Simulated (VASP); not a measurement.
Here is a VASP 6.6.1 calculation.

INCAR

```
SYSTEM = Ge
PREC = Accurate ; ENCUT = 520
EDIFF = 1E-6 ; ISMEAR = -1
SIGMA = 0.05 ; LREAL = .FALSE.
LASPH = .TRUE. ; NELM = 100
ALGO = Normal ; ISIF = 2
LWAVE = .FALSE. ; LCHARG = .TRUE.
GGA = CA ; LELF = .TRUE.
LVHAR = .TRUE. ; NBANDS = 21
```

Contents of KPOINTS:

```
regular mesh
0
G
  10 10 10
  0 0 0
```

POSCAR

```
Ge
1.0
    0.0000000000      2.7905386918      2.7905386918
    2.7905386918      0.0000000000      2.7905386918
    2.7905386918      2.7905386918      0.0000000000
Ge
2
Direct
    0.5000000000      0.5000000000      0.5000000000
    0.7500000000      0.7500000000      0.7500000000
```

Potentials or basis: VASP PAW LDA potentials, release 64 (Ge_d).

Launch:

```sh
$ cat potpaw_LDA.64/Ge_d/POTCAR > POTCAR
$ mpirun -np 1 vasp_std > vasp.out
```

(1) Predict the band gap on the k mesh.

(2) What does it give for the pressure?

## Answers

(1) 0.19 eV, indirect (least direct gap 0.23 eV).

(2) 1.9 GPa.
